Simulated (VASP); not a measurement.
# MgZn2O3 (P-3m1) in VASP: single point with r2SCAN

Aim: the single point of MgZn2O3 with r2SCAN.

Everything below comes from runs of VASP 6.6.1. Logs are shortened: lines on timing, memory, paths and dates and some standing lists are left out, and cuts for length are marked.

## (1) The cell of the first run

The structure is trigonal, space group P-3m1 (No. 164). Conventional cell: a = 3.006 Å, b = 3.006 Å, c = 7.343 Å, α = 90.00°, β = 90.00°, γ = 120.00°. Mg (site symmetry -3m) has 6 O at 2.10 Å within 2.8 Å. Zn (site symmetry 3m) has 6 O at 2.13 to 2.14 Å within 2.8 Å. O (site symmetry 3m) has 3 Mg at 2.10 Å and 3 Zn at 2.14 Å within 2.8 Å. O (site symmetry -3m) has 6 Zn at 2.13 Å within 2.8 Å.

## (2) Single point, r2SCAN

The input, POSCAR:

```
MgZn2O3
1.0
    3.0057061992      0.0000000000      0.0000000000
   -1.5028530996      2.6030179248      0.0000000000
    0.0000000000      0.0000000000      7.3429055976
Mg Zn O
1 2 3
Direct
    0.0000000000      0.0000000000      0.0000000000
    0.3333333333      0.6666666667      0.6682898340
    0.6666666667      0.3333333333      0.3317101660
    0.3333333333      0.6666666667      0.1613721611
    0.6666666667      0.3333333333      0.8386278389
    0.0000000000      0.0000000000      0.5000000000
```

The input, INCAR.step1:

```
SYSTEM = MgZn2O3
PREC = Accurate
ENCUT = 520
ISMEAR = 0
SIGMA = 0.01
LREAL = .False.
LASPH = .True.
NELM = 60
NBANDS = 31
GGA = PE
ALGO = Normal
EDIFF = 1E-4
LWAVE = .True.
LCHARG = .False.
```

The input, INCAR.step2:

```
SYSTEM = MgZn2O3
PREC = Accurate
ENCUT = 520
EDIFF = 1E-7
ISMEAR = 0
SIGMA = 0.01
LREAL = .False.
LASPH = .True.
NELM = 60
ALGO = Normal
ISIF = 2
LWAVE = .False.
LCHARG = .True.
METAGGA = R2SCAN
LMIXTAU = .True.
LELF = .True.
LVHAR = .True.
NBANDS = 31
ISTART = 1
```

The input, KPOINTS:

```
Automatic mesh
0
Gamma
  6 6 2
  0 0 0
```

Potentials or basis: VASP PAW PBE potentials, release 64 (Mg, Zn, O).

On the command line:

```
> cat potpaw_PBE.64/Mg/POTCAR potpaw_PBE.64/Zn/POTCAR potpaw_PBE.64/O/POTCAR > POTCAR
> cp INCAR.step1 INCAR
> mpirun -np 1 vasp_std > vasp.out
> cp INCAR.step2 INCAR
> mpirun -np 1 vasp_std > vasp.out
```

OUTCAR:

```text
SYSTEM = MgZn2O3
   PREC = Accurate
   ENCUT = 520
   EDIFF = 1E-7
   ISMEAR = 0
   LREAL = .False.
   LASPH = .True.
   NELM = 60
   ISIF = 2
   METAGGA = R2SCAN
   ISTART = 1

 ion  position               nearest neighbor table
   1  0.000  0.000  0.000-   4 2.10   5 2.10   4 2.10   5 2.10   5 2.10   4 2.10   2 2.99   3 2.99
                             2 2.99   3 2.99   2 2.99   3 2.99
   2  0.333  0.667  0.668-   6 2.13   6 2.13   6 2.13   5 2.14   5 2.14   5 2.14   1 2.99   1 2.99
                             1 2.99   3 3.02   3 3.02   3 3.02
   3  0.667  0.333  0.332-   6 2.13   6 2.13   6 2.13   4 2.14   4 2.14   4 2.14   1 2.99   1 2.99
                             1 2.99   2 3.02   2 3.02   2 3.02
   4  0.333  0.667  0.161-   1 2.10   1 2.10   1 2.10   3 2.14   3 2.14   3 2.14
   5  0.667  0.333  0.839-   1 2.10   1 2.10   1 2.10   2 2.14   2 2.14   2 2.14
   6  0.000  0.000  0.500-   2 2.13   3 2.13   2 2.13   3 2.13   3 2.13   2 2.13

  LATTYP: Found a hexagonal cell.
 ALAT       =     3.0057061992
 C/A-ratio  =     2.4429884729

  Lattice vectors:

 A1 = (   3.0057061992,   0.0000000000,   0.0000000000)
 A2 = (  -1.5028530996,   2.6030179248,   0.0000000000)
 A3 = (   0.0000000000,   0.0000000000,   7.3429055976)

Analysis of symmetry for initial positions (statically):
=====================================================================
 Subroutine PRICEL returns:
 Original cell was already a primitive cell.

 Routine SETGRP: Setting up the symmetry group for a
 hexagonal supercell.

 Subroutine GETGRP returns: Found 12 space group operations
 (whereof 12 operations were pure point group operations)
 out of a pool of 24 trial point group operations.

The static configuration has the point symmetry D_3d.

Analysis of symmetry for dynamics (positions and initial velocities):
=====================================================================
 Subroutine PRICEL returns:
 Original cell was already a primitive cell.

 Routine SETGRP: Setting up the symmetry group for a
 hexagonal supercell.

 Subroutine GETGRP returns: Found 12 space group operations
 (whereof 12 operations were pure point group operations)
 out of a pool of 24 trial point group operations.

The dynamic configuration has the point symmetry D_3d.

 Subroutine INISYM returns: Found 12 space group operations
 (whereof 12 operations are pure point group operations),
 and found     1 'primitive' translations

----------------------------------------------------------------------------------------

                                     Primitive cell

[... 93 lines left out ...]
   ISIF   =      2    stress and relaxation
   ISYM   =      2    0-nonsym 1-usesym 2-fastsym
   POTIM  = 0.5000    time-step for ionic-motion
   TEBEG  =    0.0;   TEEND  =   0.0 temperature during run
   PSTRESS=    0.0 pullay stress
   NELECT =      44.0000    total number of electrons
   NUPDOWN=      -1.0000    fix difference up-down
   EMIN   =  10.00;   EMAX   =-10.00  energy-range for DOS
   EFERMI =   0.00;   METHOD = LEGACY
   ISMEAR =     0;   SIGMA  =   0.01  broadening in eV -4-tet -1-fermi 0-gaus
   EFERMI_NEDOS =   21; number of points for ismear=-14 and -15
   IALGO  =     38    algorithm
   IMIX   =      4    mixing-type and parameters
     AMIX     =   0.40;   BMIX     =  1.00
     AMIX_MAG =   1.60;   BMIX_MAG =  1.00
  volume/ion in A,a.u.               =       9.58        64.62
  Fermi-wavevector in a.u.,A,eV,Ry     =   1.497828  2.830484 30.524503  2.243488
  Thomas-Fermi vector in A             =   2.609665
   LORBIT       =      0    0 simple, 1 ext, 2 COOP (PROOUT), +10 PAW based schemes
   METAGGA = R2SCAN    functional components
   LHFCALC =     F    Hartree Fock is set to
   AEXX    =    0.0000 exact exchange contribution
   IVDW    =     0    specifies the selected vdW correction
   LEPSILON=     F    determine dielectric tensor
   LRPA    =     F    only Hartree local field effects (RPA)
 non-spin polarized calculation
 Gauss-broadening in eV      SIGMA  =   0.01
  energy-cutoff  :      520.00
  volume of cell :       57.45
 maximum number of plane-waves:      1568
 NGX is ok and might be reduce to    24
   NGX = 11   NGY = 11   NGZ = 27

 number of electron      43.9999999 magnetization

 Free energy of the ion-electron system (eV)
  ---------------------------------------------------
  ext. energy  EPLUGINS =         0.00000000
  ---------------------------------------------------
  free energy    TOTEN  =       -52.06346361 eV

  energy without entropy =      -52.06346361  energy(sigma->0) =      -52.06346361

 E-fermi :   2.7561     XC(G=0): -12.6390

 val. band max:        2.6600678754   @ k =   0.0000   0.0000   0.0000
 cond. band min:       5.2597164654   @ k =   0.0000   0.0000   0.0000
 fundamental gap:      2.5996485901
 Fermi energy:         2.7561132302

 k-point     1 :       0.0000    0.0000    0.0000
  band No.  band energies     occupation
      1     -16.5960      2.00000
      2     -15.7051      2.00000
      3     -15.5725      2.00000
      4      -3.7090      2.00000
      5      -2.8632      2.00000
      6      -2.7798      2.00000
[... 465 lines left out ...]
     30      15.1288      0.00000
     31      15.6136      0.00000

------------------------ aborting loop because EDIFF is reached ----------------------------------------

  FORCE on cell =-STRESS in cart. coord.  units (eV):
  Direction    XX          YY          ZZ          XY          YZ          ZX
  --------------------------------------------------------------------------------------
  -------------------------------------------------------------------------------------
  Total        0.2169165      0.2169165      0.1449118     -0.0000000      0.0000000      0.0000000
  in kB        6.0493900      6.0493900      4.0413139     -0.0000000      0.0000000      0.0000000
  external PRESSURE =       5.3800313 kB  Pullay stress =       0.0000000 kB

 VOLUME and BASIS-vectors are now :
 -----------------------------------------------------------------------------
  energy-cutoff  :      520.00
  volume of cell :       57.45
      direct lattice vectors                 reciprocal lattice vectors
     3.005706199  0.000000000  0.000000000     0.332700515  0.192084732  0.000000000
    -1.502853100  2.603017925  0.000000000     0.000000000  0.384169464  0.000000000
     0.000000000  0.000000000  7.342905598     0.000000000  0.000000000  0.136185872

 POSITION                                       TOTAL-FORCE (eV/Angst)
 -----------------------------------------------------------------------------------
      0.00000      0.00000      0.00000        -0.000000      0.000000      0.000000
     -0.00000      1.73535      4.90719        -0.000000      0.000000      0.016039
      1.50285      0.86767      2.43572         0.000000     -0.000000     -0.016039
     -0.00000      1.73535      1.18494         0.000000     -0.000000     -0.104747
      1.50285      0.86767      6.15797        -0.000000      0.000000      0.104747
      0.00000      0.00000      3.67145        -0.000000      0.000000      0.000000
 -----------------------------------------------------------------------------------
    total drift:                               -0.000000      0.000000      0.000000

  FREE ENERGIE OF THE ION-ELECTRON SYSTEM (eV)
  ---------------------------------------------------
  free  energy   TOTEN  =       -52.0634636069 eV

  energy  without entropy=      -52.0634636069  energy(sigma->0) =      -52.06346361
```

OSZICAR.step1:

```text
N       E                     dE             d eps       ncg     rms          rms(c)
DAV:   1     0.404908183255E+03    0.40491E+03   -0.21569E+04   876   0.195E+03
DAV:   2     0.144253203922E+02   -0.39048E+03   -0.36369E+03   925   0.446E+02
DAV:   3    -0.328135891511E+02   -0.47239E+02   -0.46559E+02   987   0.152E+02
DAV:   4    -0.339611843418E+02   -0.11476E+01   -0.11453E+01   981   0.248E+01
DAV:   5    -0.339693315914E+02   -0.81472E-02   -0.81469E-02   982   0.219E+00    0.152E+01
DAV:   6    -0.289716972329E+02    0.49976E+01   -0.11688E+01  1434   0.692E+01    0.937E+00
DAV:   7    -0.291827365321E+02   -0.21104E+00   -0.35605E+00   924   0.161E+01    0.569E+00
DAV:   8    -0.291661587723E+02    0.16578E-01   -0.53825E-01  1062   0.593E+00    0.159E+00
DAV:   9    -0.291213427409E+02    0.44816E-01   -0.98660E-02  1319   0.579E+00    0.267E-01
DAV:  10    -0.291231108804E+02   -0.17681E-02   -0.35868E-02   931   0.128E+00    0.155E-01
DAV:  11    -0.291228980524E+02    0.21283E-03   -0.10415E-03   995   0.277E-01    0.610E-02
DAV:  12    -0.291228907957E+02    0.72567E-05   -0.93212E-05   630   0.157E-01
   1 F= -.29122891E+02 E0= -.29122891E+02  d E =-.352316E-59
```

It took 4.8 min on 1 thread of Intel Xeon 8259CL, shared host; peak memory 0.19 GiB.

What came out:

| Property | Result |
| --- | --- |
| Free energy | -52.0635 eV |
| Pressure | 0.5 GPa |
| Largest force | 0.105 eV/Å |
| Band gap on the k mesh | 2.60 eV |

Forces on the atoms (eV/Å):
```
Mg   0.000  0.000  0.000
Zn   0.000  0.000  0.016
Zn   0.000  0.000 -0.016
O    0.000  0.000 -0.105
O    0.000  0.000  0.105
O    0.000  0.000  0.000
```

Stress tensor (GPa, compression positive):
```
0.60 0.00 0.00
0.00 0.60 0.00
0.00 0.00 0.40
```

Caveat: the k points lie up to 0.43 Å⁻¹ apart; the PAW data sets were made with another functional, which shifts forces and pressure a little.
